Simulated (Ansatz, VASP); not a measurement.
One calculation of BN, two programs

```
CELL_PARAMETERS angstrom
0.00000 1.81300 1.81300
1.81300 0.00000 1.81300
1.81300 1.81300 0.00000
ATOMIC_POSITIONS crystal
B 0.00000 0.00000 0.00000
N 0.75000 0.75000 0.65249
```

Change from the starting cell: all N atoms moved -0.250 Å, as atom 2 along Cartesian [1 1 0].

Alike in both runs: task single point; functional PBE; k mesh 12 × 12 × 12; occupations gaussian, width 0.05 eV; no spin polarisation.

|  | VASP | Ansatz |
| --- | --- | --- |
| version | VASP 6.6.1 | Ansatz 0.2.0 |
| potentials or method | VASP PAW PBE potentials, release 64 (B, N), cutoff 520 eV | scalar-relativistic, plane waves, PAW |
| valence electrons in the cell | 8 | 8 |

|  | VASP | Ansatz | Ansatz less VASP |
| --- | --- | --- | --- |
| gap on the k mesh at the Fermi level (eV) | 2.27 | 2.29 | +0.013 |
| least direct gap on the mesh (eV) | 6.59 | 6.60 | +0.004 |
| pressure (GPa) | 18.0 | 18.0 | -0.05 |
| traceless stress, the component that is largest in VASP (GPa) | 18.62 | 18.64 | +0.013 |
| rms of the force components (eV/Å) | 3.768 | 3.764 | -0.0045 |

Atom by atom the forces differ by 0.005 eV/Å (rms over components).
